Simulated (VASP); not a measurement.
# SiO2 (I-42d) in VASP: further runs

The runs below take SiO2 through relaxation of cell and atoms, single point, with PBE.

All numbers are computed with VASP 6.6.1; they aren't measurements. Logs are shortened: lines on timing, memory, paths and dates and some standing lists are left out, and cuts for length are marked.

## (1) The cell of the first run

The structure is tetragonal, space group I-42d (No. 122). The conventional cell has a = 4.955 Å, b = 4.955 Å, c = 7.311 Å, α = 90.00°, β = 90.00°, γ = 90.00°. Within 2.1 Å of Si (site symmetry -4) lie 4 O at 1.61 Å. O (site symmetry 2) has 2 Si at 1.61 Å within 2.1 Å.

## (2) Relaxation of cell and atoms, PBE

The input, INCAR:

```
SYSTEM = SiO2
PREC = Accurate ; ENCUT = 600
EDIFF = 1E-6 ; ISMEAR = 0
SIGMA = 0.02 ; LREAL = .False.
LASPH = .True. ; NELM = 60
ALGO = Normal ; ISIF = 3
LWAVE = .False. ; LCHARG = .False.
GGA = PE ; IBRION = 2
NSW = 100 ; EDIFFG = -0.005
```

The input, KPOINTS:

```
regular mesh
0
Gamma
  6 6 6
  0 0 0
```

The input, POSCAR:

```
SiO2
1.0
   -2.4772904627      2.4772904627      3.6556712422
    2.4772904627     -2.4772904627      3.6556712422
    2.4772904627      2.4772904627     -3.6556712422
Si O
2 4
Direct
    0.0000000000      0.0000000000      0.0000000000
    0.7500000000      0.2500000000      0.5000000000
    0.3750000000      0.2217861300      0.3467861300
    0.9717861300      0.6250000000      0.8467861300
    0.7782138700      0.1250000000      0.1532138700
    0.8750000000      0.0282138700      0.6532138700
```

Potentials or basis: VASP PAW PBE potentials, release 64 (Si, O).

Command:

```sh
$ cat potpaw_PBE.64/Si/POTCAR potpaw_PBE.64/O/POTCAR > POTCAR
$ mpirun -np 1 vasp_std > vasp.out
```

OUTCAR:

```text
SYSTEM = SiO2
   PREC = Accurate
   ENCUT = 600
   EDIFF = 1E-6
   ISMEAR = 0
   LREAL = .False.
   LASPH = .True.
   NELM = 60
   ISIF = 3
   GGA = PE
   IBRION = 2
   NSW = 100
   EDIFFG = -0.005

 ion  position               nearest neighbor table
   1  0.000  0.000  0.000-   3 1.61   4 1.61   6 1.61   5 1.61   2 3.08   2 3.08   2 3.08   2 3.08

   2  0.750  0.250  0.500-   3 1.61   4 1.61   5 1.61   6 1.61   1 3.08   1 3.08   1 3.08   1 3.08

   3  0.375  0.222  0.347-   1 1.61   2 1.61
   4  0.972  0.625  0.847-   1 1.61   2 1.61
   5  0.778  0.125  0.153-   2 1.61   1 1.61
   6  0.875  0.028  0.653-   1 1.61   2 1.61

  LATTYP: Found a body centered tetragonal cell.
 ALAT       =     4.9545809254
 C/A-ratio  =     1.4756732395

  Lattice vectors:

 A1 = (  -2.4772904627,   2.4772904627,   3.6556712422)
 A2 = (   2.4772904627,  -2.4772904627,   3.6556712422)
 A3 = (   2.4772904627,   2.4772904627,  -3.6556712422)

Analysis of symmetry for initial positions (statically):
=====================================================================
 Subroutine PRICEL returns:
 Original cell was already a primitive cell.

 Routine SETGRP: Setting up the symmetry group for a
 body centered tetragonal supercell.

 Subroutine GETGRP returns: Found  8 space group operations
 (whereof  4 operations were pure point group operations)
 out of a pool of 16 trial point group operations.

The static configuration has the point symmetry S_4 .
 The point group associated with its full space group is D_2d.

Analysis of symmetry for dynamics (positions and initial velocities):
=====================================================================
 Subroutine PRICEL returns:
 Original cell was already a primitive cell.

 Routine SETGRP: Setting up the symmetry group for a
 body centered tetragonal supercell.

 Subroutine GETGRP returns: Found  8 space group operations
 (whereof  4 operations were pure point group operations)
 out of a pool of 16 trial point group operations.

The dynamic configuration has the point symmetry S_4 .
 The point group associated with its full space group is D_2d.

 Subroutine INISYM returns: Found  8 space group operations
 (whereof  4 operations are pure point group operations),
 and found     1 'primitive' translations

----------------------------------------------------------------------------------------

                                     Primitive cell

  volume of cell :      89.7390

  direct lattice vectors                    reciprocal lattice vectors
    -2.477290463  2.477290463  3.655671242     0.000000000  0.201833417  0.136773787
     2.477290463 -2.477290463  3.655671242     0.201833417  0.000000000  0.136773787
     2.477290463  2.477290463 -3.655671242     0.201833417  0.201833417  0.000000000

  length of vectors
     5.063385064  5.063385064  5.063385064     0.243810987  0.243810987  0.285435556

  position of ions in fractional coordinates (direct lattice)
     0.000000000  0.000000000  0.000000000
     0.750000000  0.250000000  0.500000000
     0.375000000  0.221786130  0.346786130
     0.971786130  0.625000000  0.846786130
     0.778213870  0.125000000  0.153213870
     0.875000000  0.028213870  0.653213870

  ion indices of the primitive-cell ions
   primitive index   ion index
                 1           1
                 2           2
                 3           3
                 4           4
                 5           5
                 6           6

----------------------------------------------------------------------------------------

 KPOINTS: regular mesh

Automatic generation of k-mesh.
 Grid dimensions read from file:
 generate k-points for:    6    6    6

 Generating k-lattice:

  Cartesian coordinates                     Fractional coordinates (reciprocal lattice)
     0.000000000  0.033638903  0.022795631     0.166666667  0.000000000  0.000000000
     0.033638903  0.000000000  0.022795631     0.000000000  0.166666667  0.000000000
     0.033638903  0.033638903  0.000000000     0.000000000  0.000000000  0.166666667

  Length of vectors
     0.040635164  0.040635164  0.047572593

  Shift w.r.t. Gamma in fractional coordinates (k-lattice)
     0.000000000  0.000000000  0.000000000

 Subroutine IBZKPT returns following result:
 ===========================================

 Found     30 irreducible k-points:

 Following reciprocal coordinates:
            Coordinates               Weight
  0.000000  0.000000  0.000000      1.000000
  0.166667  0.000000 -0.000000      8.000000
  0.333333  0.000000 -0.000000      8.000000
  0.500000  0.000000 -0.000000      4.000000
  0.166667  0.166667 -0.000000      8.000000
  0.333333  0.166667 -0.000000     16.000000
[... 16 lines left out ...]
 -0.333333 -0.333333  0.166667      8.000000
 -0.166667 -0.333333  0.166667      8.000000
 [... further k-points ...]
   k-points           NKPTS =     30   k-points in BZ     NKDIM =     30   number of bands    NBANDS=     20
   number of dos      NEDOS =    301   number of ions     NIONS =      6
   total plane-waves  NPLWV =  64000
   dimension x,y,z NGX =    40 NGY =   40 NGZ =   40
   dimension x,y,z NGXF=    80 NGYF=   80 NGZF=   80
   ions per type =               2   4
   NGX,Y,Z   is equivalent  to a cutoff of  13.13, 13.13, 13.13 a.u.
   NGXF,Y,Z  is equivalent  to a cutoff of  26.27, 26.27, 26.27 a.u.
 SYSTEM =  SiO2
   PREC   = accura    normal or accurate (medium, high low for compatibility)
   ISTART =      0    job   : 0-new  1-cont  2-samecut
   ICHARG =      2    charge: 1-file 2-atom 10-const
   ISPIN  =      1    spin polarized calculation?
   LNONCOLLINEAR =      F non collinear calculations
   LSORBIT =      F    spin-orbit coupling
   LASPH  =      T    aspherical Exc in radial PAW
   ENCUT  =  600.0 eV  44.10 Ry    6.64 a.u.  10.11 10.11 10.11*2*pi/ulx,y,z
   NELM   =     60;   NELMIN=  2; NELMDL= -5     # of ELM steps
   EDIFF  = 0.1E-05   stopping-criterion for ELM
   LREAL  =      F    real-space projection
   EDIFFG = -.5E-02   stopping-criterion for IOM
   NSW    =    100    number of steps for IOM
   IBRION =      2    ionic relax: 0-MD 1-quasi-New 2-CG
   NFREE  =      1    steps in history (QN), initial steepest desc. (CG)
   ISIF   =      3    stress and relaxation
   ISYM   =      2    0-nonsym 1-usesym 2-fastsym
   POTIM  = 0.5000    time-step for ionic-motion
   TEBEG  =    0.0;   TEEND  =   0.0 temperature during run
   PSTRESS=    0.0 pullay stress
   NELECT =      32.0000    total number of electrons
   NUPDOWN=      -1.0000    fix difference up-down
   EMIN   =  10.00;   EMAX   =-10.00  energy-range for DOS
   EFERMI =   0.00;   METHOD = LEGACY
   ISMEAR =     0;   SIGMA  =   0.02  broadening in eV -4-tet -1-fermi 0-gaus
   EFERMI_NEDOS =   21; number of points for ismear=-14 and -15
   IALGO  =     38    algorithm
   IMIX   =      4    mixing-type and parameters
     AMIX     =   0.40;   BMIX     =  1.00
     AMIX_MAG =   1.60;   BMIX_MAG =  1.00
  volume/ion in A,a.u.               =      14.96       100.93
  Fermi-wavevector in a.u.,A,eV,Ry     =   1.160908  2.193798 18.336674  1.347708
  Thomas-Fermi vector in A             =   2.297486
   LORBIT       =      0    0 simple, 1 ext, 2 COOP (PROOUT), +10 PAW based schemes
   GGA     = PE    functional components
   LHFCALC =     F    Hartree Fock is set to
   AEXX    =    0.0000 exact exchange contribution
   IVDW    =     0    specifies the selected vdW correction
   LEPSILON=     F    determine dielectric tensor
   LRPA    =     F    only Hartree local field effects (RPA)
 conjugate gradient relaxation of ions
 non-spin polarized calculation
 Gauss-broadening in eV      SIGMA  =   0.02
  energy-cutoff  :      600.00
  volume of cell :       89.74
 maximum number of plane-waves:      3016
   NGX = 21   NGY = 21   NGZ = 21

--------------------------------------- Ionic step        1  -------------------------------------------

 number of electron      32.0000000 magnetization

 Free energy of the ion-electron system (eV)
  ---------------------------------------------------
  ext. energy  EPLUGINS =         0.00000000
  ---------------------------------------------------
  free energy    TOTEN  =       -47.46701101 eV

  energy without entropy =      -47.46701101  energy(sigma->0) =      -47.46701101

------------------------ aborting loop because EDIFF is reached ----------------------------------------

  FORCE on cell =-STRESS in cart. coord.  units (eV):
  Direction    XX          YY          ZZ          XY          YZ          ZX
  --------------------------------------------------------------------------------------
  -------------------------------------------------------------------------------------
  Total        2.4408338      2.4408338      2.3940919      0.0000000      0.0000000      0.0000000
  in kB       43.5780511     43.5780511     42.7435337      0.0000000      0.0000000      0.0000000
  external PRESSURE =      43.2998786 kB  Pullay stress =       0.0000000 kB
[... 101 lines left out ...]
  FREE ENERGIE OF THE ION-ELECTRON SYSTEM (eV)
  ---------------------------------------------------
  free  energy   TOTEN  =       -47.4985449213 eV

  energy  without entropy=      -47.4985449213  energy(sigma->0) =      -47.49854492

[... ionic steps 4 to 9 ...]

--------------------------------------- Ionic step       10  -------------------------------------------

 number of electron      31.9999995 magnetization

------------------------ aborting loop because EDIFF is reached ----------------------------------------
[... 75 lines left out ...]
--------------------------------------- Ionic step       12  -------------------------------------------

 number of electron      31.9999994 magnetization

 Free energy of the ion-electron system (eV)
  ---------------------------------------------------
  ext. energy  EPLUGINS =         0.00000000
  ---------------------------------------------------
  free energy    TOTEN  =       -47.50027094 eV

  energy without entropy =      -47.50027094  energy(sigma->0) =      -47.50027094

 E-fermi :  -0.5162     XC(G=0):  -7.9938

 val. band max:       -0.6491901281   @ k =   0.0000   0.0000   0.0000
 cond. band min:       5.0806485018   @ k =   0.0000   0.0000   0.0000
 fundamental gap:      5.7298386299
 Fermi energy:        -0.5161631203

 k-point     1 :       0.0000    0.0000    0.0000
  band No.  band energies     occupation
      1     -19.7577      2.00000
      2     -17.7576      2.00000
      3     -17.7576      2.00000
      4     -17.7028      2.00000
      5      -9.9006      2.00000
      6      -6.1475      2.00000
[... 541 lines left out ...]
     19       9.1117      0.00000
     20       9.5732      0.00000

 [... further k-points ...]

------------------------ aborting loop because EDIFF is reached ----------------------------------------

  FORCE on cell =-STRESS in cart. coord.  units (eV):
  Direction    XX          YY          ZZ          XY          YZ          ZX
  --------------------------------------------------------------------------------------
  -------------------------------------------------------------------------------------
  Total        0.0026406      0.0026406      0.0107250      0.0000000      0.0000000      0.0000000
  in kB        0.0452993      0.0452993      0.1839832      0.0000000      0.0000000      0.0000000
  external PRESSURE =       0.0915273 kB  Pullay stress =       0.0000000 kB
[... 21 lines left out ...]
  FREE ENERGIE OF THE ION-ELECTRON SYSTEM (eV)
  ---------------------------------------------------
  free  energy   TOTEN  =       -47.5002709431 eV

  energy  without entropy=      -47.5002709431  energy(sigma->0) =      -47.50027094

 reached required accuracy - stopping structural energy minimisation
```

Run time: 4.5 min. Hardware: 1 thread of Intel Xeon Platinum 8488C (Sapphire Rapids), shared host; peak memory 0.26 GiB.

Results:

| Quantity | Value |
| --- | --- |
| Free energy | -47.5003 eV |
| Relaxed volume | 15.57 Å³/atom |
| Relaxed cell | a = 5.125 Å, b = 5.125 Å, c = 5.125 Å, α = 121.20°, β = 121.20°, γ = 87.94° |
| Space group after relaxing (to 0.1 Å) | I-42d (No. 122) |
| Energy gained by relaxing | 5.5 meV/atom |
| Ionic steps | 12 |
| Pressure after relaxing | 0.0 GPa |
| Band gap on the k mesh | 5.73 eV |

Step by step:
```tsv
step	energy change (eV)	largest force (eV/Å)	pressure (GPa)	volume (Å³)
1	0.0000	0.2643	4.33	89.74
2	0.0289	0.4029	-5.30	95.09
3	-0.0315	0.0267	0.00	91.93
4	-0.0315	0.0217	0.09	91.89
5	-0.0316	0.0204	0.09	91.94
6	-0.0320	0.0170	0.07	92.08
7	-0.0324	0.0116	0.05	92.36
8	-0.0327	0.0022	-0.03	92.94
9	-0.0329	0.0025	0.05	93.00
10	-0.0331	0.0170	0.24	93.16
11	-0.0332	0.0092	0.12	93.28
12	-0.0333	0.0019	0.01	93.40
```

Final structure:
```
CELL_PARAMETERS angstrom
-2.51598 2.51598 3.68853
2.51598 -2.51598 3.68853
2.51598 2.51598 -3.68853
ATOMIC_POSITIONS crystal
Si 0.00000 0.00000 0.00000
Si 0.75000 0.25000 0.50000
O 0.37500 0.21593 0.34093
O 0.96593 0.62500 0.84093
O 0.78407 0.12500 0.15907
O 0.87500 0.03407 0.65907
```

Levels at points of the mesh, in eV from the valence-band top:
| k point | band 13 | band 14 | band 15 | band 16 | band 17 | band 18 | band 19 | band 20 |
| --- | --- | --- | --- | --- | --- | --- | --- | --- |
| (0.00, 0.00, 0.00) | -1.56 | -0.64 | 0.00 | 0.00 | 5.73 | 8.72 | 10.19 | 10.24 |
| (0.50, 0.00, 0.00) | -1.49 | -0.80 | -0.52 | -0.13 | 7.93 | 8.81 | 9.56 | 10.02 |
| (0.50, 0.50, 0.00) | -0.99 | -0.99 | -0.36 | -0.36 | 8.89 | 8.89 | 10.02 | 10.02 |
| (0.50, 0.50, 0.50) | -1.43 | -1.43 | -0.35 | -0.35 | 8.72 | 8.72 | 10.21 | 10.21 |

A k mesh can miss the band edges.

## (3) Single point, PBE

This run uses another cell than the first one: it holds 24 atoms, not 6.

The input, INCAR:

```
PREC = Accurate
ENCUT = 520
EDIFF = 1E-6
ISMEAR = 0
SIGMA = 0.02
LREAL = Auto
LASPH = T
NELM = 80
ALGO = Normal
ISIF = 2
LWAVE = F
LCHARG = F
GGA = PE
NBANDS = 82
```

The input, KPOINTS:

```
Automatic mesh
0
Gamma
  2 2 2
  0.5 0.5 0.5
```

The input, POSCAR:

```
SiO2
1.0
   -5.0262973975      5.0262973975      0.0000000000
    5.0262973975      5.0262973975      0.0000000000
    0.0000000000      0.0000000000     -7.3717410235
Si O
8 16
Direct
    0.5000000000      0.0000000000      0.5000000000
    1.0000000000      0.0000000000      0.0000000000
    1.0000000000      0.5000000000      0.5000000000
    0.5000000000      0.5000000000      0.0000000000
    0.7500000000      0.2500000000      0.2500000000
    0.2500000000      0.2500000000      0.7500000000
    0.2500000000      0.7500000000      0.2500000000
    0.7500000000      0.7500000000      0.7500000000
    0.5787606955      0.1712393045      0.3750000000
    0.0787606955      0.1712393045      0.8750000000
    0.0787606955      0.6712393045      0.3750000000
    0.5787606955      0.6712393045      0.8750000000
    0.6712393045      0.4212393045      0.1250000000
    0.1712393045      0.4212393045      0.6250000000
    0.1712393045      0.9212393045      0.1250000000
    0.6712393045      0.9212393045      0.6250000000
    0.8287606955      0.0787606955      0.1250000000
    0.3287606955      0.0787606955      0.6250000000
    0.3287606955      0.5787606955      0.1250000000
    0.8287606955      0.5787606955      0.6250000000
    0.9212393045      0.3287606955      0.3750000000
    0.4212393045      0.3287606955      0.8750000000
    0.4212393045      0.8287606955      0.3750000000
    0.9212393045      0.8287606955      0.8750000000
```

Potentials or basis: VASP PAW PBE potentials, release 64 (Si, O).

Command:

```sh
$ cat potpaw_PBE.64/Si/POTCAR potpaw_PBE.64/O/POTCAR > POTCAR
$ mpirun -np 1 vasp_std > vasp.out
```

It took 47 s on 1 thread of Intel Xeon Platinum 8488C (Sapphire Rapids), shared host; peak memory 0.36 GiB.

The run converged. Its results:

| Property | Result |
| --- | --- |
| Free energy | -189.9800 eV |
| Pressure | 0.1 GPa |
| Largest force | 0.006 eV/Å |

Forces in eV/Å, atoms in the order of the input:
```
Si   0.000  0.000  0.000
Si   0.000  0.000  0.000
Si   0.000  0.000  0.000
Si   0.000  0.000  0.000
Si   0.000  0.000  0.000
Si   0.000  0.000  0.000
Si   0.000  0.000  0.000
Si   0.000  0.000  0.000
O   -0.006  0.000  0.000
O   -0.006  0.000  0.000
O   -0.006  0.000  0.000
O   -0.006  0.000  0.000
O    0.000 -0.006  0.000
O    0.000 -0.006  0.000
O    0.000 -0.006  0.000
O    0.000 -0.006  0.000
O    0.000  0.006  0.000
O    0.000  0.006  0.000
O    0.000  0.006  0.000
O    0.000  0.006  0.000
O    0.006  0.000  0.000
O    0.006  0.000  0.000
O    0.006  0.000  0.000
O    0.006  0.000  0.000
```

Levels at points of the mesh, in eV from the Fermi level:
```
           k point  band 62  band 63  band 64  band 65  band 66  band 67
(0.25, 0.25, 0.25)    -0.30    -0.28    -0.17     6.51     8.09     8.14
```
